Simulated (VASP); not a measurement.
# SrO (e600) (Fm-3m) in VASP: further runs

Runs on SrO (e600). Level: PBEsol. Tasks: single point.

All numbers are computed with VASP 6.6.1; they aren't measurements. Logs are shortened: lines on timing, memory, paths and dates and some standing lists are left out, and cuts for length are marked.

## Step 1: The cell of the first run

It takes space group Fm-3m (No. 225, cubic). Conventional cell: a = 5.071 Å, b = 5.071 Å, c = 5.071 Å, α = 90.00°, β = 90.00°, γ = 90.00°. Sr (site symmetry m-3m) has 6 O at 2.54 Å within 3.3 Å. O (site symmetry m-3m) has 6 Sr at 2.54 Å within 3.3 Å.

## Step 2: Single point, PBEsol (strained cell)

INCAR reads:

```
PREC = Accurate
ENCUT = 600
EDIFF = 1E-6
ISMEAR = 0
SIGMA = 0.02
LREAL = False
LASPH = True
NELM = 120
ALGO = Normal
ISIF = 2
LWAVE = False
LCHARG = True
GGA = PS
LELF = True
LVHAR = True
NBANDS = 15
GGA_COMPAT = False
```

KPOINTS reads:

```
Automatic mesh
0
Gamma
  6 6 6
```

POSCAR reads:

```
SrO
1.0
    0.0000000000      2.5355896387      2.5355896387
    2.5355896387      0.0000000000      2.5355896387
    2.5355896387      2.5355896387      0.0000000000
Sr O
1 1
Direct
    0.0000000000      0.0000000000      0.0000000000
    0.5000000000      0.5000000000      0.5000000000
```

Potentials or basis: VASP PAW PBE potentials, release 64 (Sr_sv, O).

Run with:

```console
> cat potpaw_PBE.64/Sr_sv/POTCAR potpaw_PBE.64/O/POTCAR > POTCAR
> mpirun -np 1 vasp_std > vasp.out
```

OUTCAR:

```text
PREC = Accurate
   ENCUT = 600
   EDIFF = 1E-6
   ISMEAR = 0
   LREAL = False
   LASPH = True
   NELM = 120
   ISIF = 2
   GGA = PS

 ion  position               nearest neighbor table
   1  0.000  0.000  0.000-   2 2.54   2 2.54   2 2.54   2 2.54   2 2.54   2 2.54
   2  0.500  0.500  0.500-   1 2.54   1 2.54   1 2.54   1 2.54   1 2.54   1 2.54

  LATTYP: Found a face centered cubic cell.
 ALAT       =     5.0711792774

  Lattice vectors:

 A1 = (   0.0000000000,   2.5355896387,   2.5355896387)
 A2 = (   2.5355896387,   0.0000000000,   2.5355896387)
 A3 = (   2.5355896387,   2.5355896387,   0.0000000000)

Analysis of symmetry for initial positions (statically):
=====================================================================
 Subroutine PRICEL returns:
 Original cell was already a primitive cell.

 Routine SETGRP: Setting up the symmetry group for a
 face centered cubic supercell.

 Subroutine GETGRP returns: Found 48 space group operations
 (whereof 48 operations were pure point group operations)
 out of a pool of 48 trial point group operations.

The static configuration has the point symmetry O_h .

Analysis of symmetry for dynamics (positions and initial velocities):
=====================================================================
 Subroutine PRICEL returns:
 Original cell was already a primitive cell.

 Routine SETGRP: Setting up the symmetry group for a
 face centered cubic supercell.

 Subroutine GETGRP returns: Found 48 space group operations
 (whereof 48 operations were pure point group operations)
 out of a pool of 48 trial point group operations.

The dynamic configuration has the point symmetry O_h .

 Subroutine INISYM returns: Found 48 space group operations
 (whereof 48 operations are pure point group operations),
 and found     1 'primitive' translations

----------------------------------------------------------------------------------------

                                     Primitive cell

  volume of cell :      32.6037

  direct lattice vectors                    reciprocal lattice vectors
     0.000000000  2.535589639  2.535589639    -0.197192792  0.197192792  0.197192792
     2.535589639  0.000000000  2.535589639     0.197192792 -0.197192792  0.197192792
     2.535589639  2.535589639  0.000000000     0.197192792  0.197192792 -0.197192792

  length of vectors
     3.585865256  3.585865256  3.585865256     0.341547934  0.341547934  0.341547934

  position of ions in fractional coordinates (direct lattice)
     0.000000000  0.000000000  0.000000000
     0.500000000  0.500000000  0.500000000

  ion indices of the primitive-cell ions
   primitive index   ion index
                 1           1
                 2           2

----------------------------------------------------------------------------------------

 KPOINTS: Automatic mesh

Automatic generation of k-mesh.
 Grid dimensions read from file:
 generate k-points for:    6    6    6

 Generating k-lattice:

  Cartesian coordinates                     Fractional coordinates (reciprocal lattice)
    -0.032865465  0.032865465  0.032865465     0.166666667  0.000000000  0.000000000
     0.032865465 -0.032865465  0.032865465     0.000000000  0.166666667  0.000000000
     0.032865465  0.032865465 -0.032865465     0.000000000  0.000000000  0.166666667

  Length of vectors
     0.056924656  0.056924656  0.056924656

  Shift w.r.t. Gamma in fractional coordinates (k-lattice)
     0.000000000  0.000000000  0.000000000

 Subroutine IBZKPT returns following result:
 ===========================================

 Found     16 irreducible k-points:

 Following reciprocal coordinates:
            Coordinates               Weight
  0.000000  0.000000  0.000000      1.000000
  0.166667  0.000000  0.000000      8.000000
  0.333333  0.000000  0.000000      8.000000
  0.500000  0.000000  0.000000      4.000000
  0.166667  0.166667  0.000000      6.000000
  0.333333  0.166667  0.000000     24.000000
[... 8 lines left out ...]
 -0.333333  0.333333  0.166667     24.000000
 -0.333333  0.500000  0.166667     12.000000
   k-points           NKPTS =     16   k-points in BZ     NKDIM =     16   number of bands    NBANDS=     15
   number of dos      NEDOS =    301   number of ions     NIONS =      2
   total plane-waves  NPLWV =  27000
   dimension x,y,z NGX =    30 NGY =   30 NGZ =   30
   dimension x,y,z NGXF=    60 NGYF=   60 NGZF=   60
   ions per type =               1   1
   NGX,Y,Z   is equivalent  to a cutoff of  13.91, 13.91, 13.91 a.u.
   NGXF,Y,Z  is equivalent  to a cutoff of  27.82, 27.82, 27.82 a.u.
 SYSTEM =  unknown system
   PREC   = accura    normal or accurate (medium, high low for compatibility)
   ISTART =      0    job   : 0-new  1-cont  2-samecut
   ICHARG =      2    charge: 1-file 2-atom 10-const
   ISPIN  =      1    spin polarized calculation?
   LNONCOLLINEAR =      F non collinear calculations
   LSORBIT =      F    spin-orbit coupling
   LASPH  =      T    aspherical Exc in radial PAW
   ENCUT  =  600.0 eV  44.10 Ry    6.64 a.u.   7.16  7.16  7.16*2*pi/ulx,y,z
   NELM   =    120;   NELMIN=  2; NELMDL= -5     # of ELM steps
   EDIFF  = 0.1E-05   stopping-criterion for ELM
   LREAL  =      F    real-space projection
   EDIFFG = 0.1E-04   stopping-criterion for IOM
   NSW    =      0    number of steps for IOM
   IBRION =     -1    ionic relax: 0-MD 1-quasi-New 2-CG
   NFREE  =      0    steps in history (QN), initial steepest desc. (CG)
   ISIF   =      2    stress and relaxation
   ISYM   =      2    0-nonsym 1-usesym 2-fastsym
   POTIM  = 0.5000    time-step for ionic-motion
   TEBEG  =    0.0;   TEEND  =   0.0 temperature during run
   PSTRESS=    0.0 pullay stress
   NELECT =      16.0000    total number of electrons
   NUPDOWN=      -1.0000    fix difference up-down
   EMIN   =  10.00;   EMAX   =-10.00  energy-range for DOS
   EFERMI =   0.00;   METHOD = LEGACY
   ISMEAR =     0;   SIGMA  =   0.02  broadening in eV -4-tet -1-fermi 0-gaus
   EFERMI_NEDOS =   21; number of points for ismear=-14 and -15
   IALGO  =     38    algorithm
   IMIX   =      4    mixing-type and parameters
     AMIX     =   0.40;   BMIX     =  1.00
     AMIX_MAG =   1.60;   BMIX_MAG =  1.00
  volume/ion in A,a.u.               =      16.30       110.01
  Fermi-wavevector in a.u.,A,eV,Ry     =   1.291296  2.440196 22.686977  1.667446
  Thomas-Fermi vector in A             =   2.423075
   LORBIT       =      0    0 simple, 1 ext, 2 COOP (PROOUT), +10 PAW based schemes
   GGA     = PS    functional components
   LHFCALC =     F    Hartree Fock is set to
   AEXX    =    0.0000 exact exchange contribution
   IVDW    =     0    specifies the selected vdW correction
   LEPSILON=     F    determine dielectric tensor
   LRPA    =     F    only Hartree local field effects (RPA)
 non-spin polarized calculation
 Gauss-broadening in eV      SIGMA  =   0.02
  energy-cutoff  :      600.00
  volume of cell :       32.60
 maximum number of plane-waves:      1113
 NGX is ok and might be reduce to    30
   NGX = 15   NGY = 15   NGZ = 15

 number of electron      15.9999999 magnetization

 Free energy of the ion-electron system (eV)
  ---------------------------------------------------
  ext. energy  EPLUGINS =         0.00000000
  ---------------------------------------------------
  free energy    TOTEN  =       -12.62633979 eV

  energy without entropy =      -12.62633979  energy(sigma->0) =      -12.62633979

 E-fermi :   1.8480     XC(G=0): -10.4782

 val. band max:        1.6893269357   @ k =   0.0000   0.0000   0.0000
 cond. band min:       4.8106661370   @ k =   0.5000   0.5000   0.0000
 fundamental gap:      3.1213392013
 Fermi energy:         1.8480481515

 k-point     1 :       0.0000    0.0000    0.0000
  band No.  band energies     occupation
      1     -30.4092      2.00000
      2     -13.3614      2.00000
      3     -12.0141      2.00000
      4     -12.0141      2.00000
      5     -12.0141      2.00000
      6       1.6893      2.00000
      7       1.6893      2.00000
      8       1.6893      2.00000
      9       5.8123      0.00000
     10       7.9362      0.00000
     11       7.9362      0.00000
     12       7.9362      0.00000
     13      10.2282      0.00000
     14      10.2282      0.00000
     15      14.3705      0.00000

 k-point     2 :       0.1667    0.0000    0.0000
  band No.  band energies     occupation
      1     -30.3672      2.00000
      2     -13.9343      2.00000
      3     -12.0375      2.00000
      4     -12.0375      2.00000
      5     -11.5413      2.00000
      6       0.9225      2.00000
      7       1.3287      2.00000
      8       1.3287      2.00000
      9       7.0071      0.00000
     10       7.7186      0.00000
     11       8.5034      0.00000
     12       8.5034      0.00000
     13      10.9842      0.00000
     14      10.9842      0.00000
     15      16.1425      0.00000

 k-point     3 :       0.3333    0.0000    0.0000
  band No.  band energies     occupation
      1     -30.2817      2.00000
      2     -14.6764      2.00000
      3     -12.0832      2.00000
      4     -12.0832      2.00000
      5     -11.0002      2.00000
      6      -0.1703      2.00000
      7       0.7172      2.00000
      8       0.7172      2.00000
      9       7.9434      0.00000
     10       9.1807      0.00000
     11       9.8886      0.00000
     12       9.8886      0.00000
     13      12.6669      0.00000
     14      12.6669      0.00000
     15      17.9862      0.00000

 k-point     4 :       0.5000    0.0000    0.0000
  band No.  band energies     occupation
      1     -30.2381      2.00000
      2     -14.9741      2.00000
      3     -12.1056      2.00000
      4     -12.1056      2.00000
      5     -10.8029      2.00000
      6      -0.6187      2.00000
      7       0.4504      2.00000
      8       0.4504      2.00000
      9       8.3581      0.00000
     10      10.3116      0.00000
     11      10.7740      0.00000
     12      10.7740      0.00000
     13      14.0604      0.00000
     14      14.0604      0.00000
     15      17.0623      0.00000
[... 163 lines left out ...]
 k-point    14 :       0.5000    0.3333    0.1667
  band No.  band energies     occupation
      1     -30.2279      2.00000
      2     -14.4087      2.00000
      3     -12.5062      2.00000
      4     -12.3103      2.00000
      5     -11.3747      2.00000
      6       0.2919      2.00000
      7       0.8033      2.00000
      8       1.3401      2.00000
      9       6.7109      0.00000
     10       9.0965      0.00000
     11      10.7600      0.00000
     12      11.3724      0.00000
     13      12.8571      0.00000
     14      14.1789      0.00000
     15      16.4123      0.00000

 k-point    15 :      -0.3333    0.3333    0.1667
  band No.  band energies     occupation
      1     -30.1998      2.00000
      2     -14.3971      2.00000
      3     -12.6418      2.00000
      4     -12.4771      2.00000
      5     -11.3357      2.00000
      6       0.2778      2.00000
      7       1.0062      2.00000
      8       1.0815      2.00000
      9       7.9516      0.00000
     10       8.0742      0.00000
     11      10.9925      0.00000
     12      12.0990      0.00000
     13      13.5543      0.00000
     14      15.0650      0.00000
     15      15.8023      0.00000

 k-point    16 :      -0.3333    0.5000    0.1667
  band No.  band energies     occupation
      1     -30.1875      2.00000
      2     -13.9454      2.00000
      3     -12.9762      2.00000
      4     -12.6284      2.00000
      5     -11.6365      2.00000
      6       0.7486      2.00000
      7       1.2835      2.00000
      8       1.3765      2.00000
      9       6.2842      0.00000
     10       9.3914      0.00000
     11      10.4504      0.00000
     12      13.0644      0.00000
     13      13.2020      0.00000
     14      15.0571      0.00000
     15      15.5883      0.00000

------------------------ aborting loop because EDIFF is reached ----------------------------------------

  FORCE on cell =-STRESS in cart. coord.  units (eV):
  Direction    XX          YY          ZZ          XY          YZ          ZX
  --------------------------------------------------------------------------------------
  -------------------------------------------------------------------------------------
  Total        0.7491575      0.7491575      0.7491575     -0.0000000     -0.0000000      0.0000000
  in kB       36.8143219     36.8143219     36.8143219     -0.0000000     -0.0000000      0.0000000
  external PRESSURE =      36.8143219 kB  Pullay stress =       0.0000000 kB

 VOLUME and BASIS-vectors are now :
 -----------------------------------------------------------------------------
  energy-cutoff  :      600.00
  volume of cell :       32.60
      direct lattice vectors                 reciprocal lattice vectors
     0.000000000  2.535589639  2.535589639    -0.197192792  0.197192792  0.197192792
     2.535589639  0.000000000  2.535589639     0.197192792 -0.197192792  0.197192792
     2.535589639  2.535589639  0.000000000     0.197192792  0.197192792 -0.197192792

 POSITION                                       TOTAL-FORCE (eV/Angst)
 -----------------------------------------------------------------------------------
      0.00000      0.00000      0.00000        -0.000000     -0.000000     -0.000000
      2.53559      2.53559      2.53559         0.000000      0.000000      0.000000
 -----------------------------------------------------------------------------------
    total drift:                                0.000000      0.000000      0.000000

  FREE ENERGIE OF THE ION-ELECTRON SYSTEM (eV)
  ---------------------------------------------------
  free  energy   TOTEN  =       -12.6263397931 eV

  energy  without entropy=      -12.6263397931  energy(sigma->0) =      -12.62633979
```

Run time: 24 s. Hardware: 1 thread of AMD EPYC 7R13, shared host; peak memory 0.14 GiB.

What came out:

- Free energy: -12.6263 eV
- Pressure: 3.7 GPa
- Band gap on the k mesh: 3.12 eV, indirect (least direct gap 3.18 eV)

Levels at points of the mesh, in eV from the valence-band top:
```
           k point  band 4  band 5  band 6  band 7  band 8  band 9  band 10  band 11  band 12  band 13
(0.00, 0.00, 0.00)  -13.70  -13.70    0.00    0.00    0.00    4.12     6.25     6.25     6.25     8.54
(0.50, 0.00, 0.00)  -13.79  -12.49   -2.31   -1.24   -1.24    6.67     8.62     9.08     9.08    12.37
(0.50, 0.50, 0.00)  -14.13  -14.13   -0.36   -0.06   -0.06    3.12     8.08    10.47    10.59    11.50
```

Caveat: the cell differs from its parent crystal (strained cell); the PAW data sets were made with another functional, which shifts forces and pressure a little.

## Step 3: Single point, PBEsol

INCAR reads:

```
  ALGO = Normal
  EDIFF = 1E-6
  ENCUT = 600
  GGA = PS
  GGA_COMPAT = False
  ISIF = 2
  ISMEAR = 0
  LASPH = True
  LCHARG = False
  LREAL = False
  LWAVE = False
  NBANDS = 15
  NELM = 120
  PREC = Accurate
  SIGMA = 0.01
```

KPOINTS reads:

```
k-points
0
Gamma
  6 6 6
```

POSCAR is that of step 2.

Potentials or basis: VASP PAW PBE potentials, release 64 (Sr_sv, O).

Run with:

```console
> cat potpaw_PBE.64/Sr_sv/POTCAR potpaw_PBE.64/O/POTCAR > POTCAR
> mpirun -np 1 vasp_std > vasp.out
```

Wall time 22 s (1 thread of AMD EPYC 7R13, shared host); peak memory 0.14 GiB.

It converged, with:

```
Free energy            : -12.6263 eV
Pressure               : 3.7 GPa
Band gap on the k mesh : 3.12 eV, indirect (least direct gap 3.18 eV)
```

Levels at points of the mesh, in eV from the valence-band top:
| k point | band 6 | band 7 | band 8 | band 9 | band 10 | band 11 |
| --- | --- | --- | --- | --- | --- | --- |
| (0.00, 0.00, 0.00) | 0.00 | 0.00 | 0.00 | 4.12 | 6.25 | 6.25 |
| (0.50, 0.00, 0.00) | -2.31 | -1.24 | -1.24 | 6.67 | 8.62 | 9.08 |
| (0.50, 0.50, 0.00) | -0.36 | -0.06 | -0.06 | 3.12 | 8.08 | 10.47 |

Caveat: the PAW data sets were made with another functional, which shifts forces and pressure a little. A k mesh can miss the band edges.
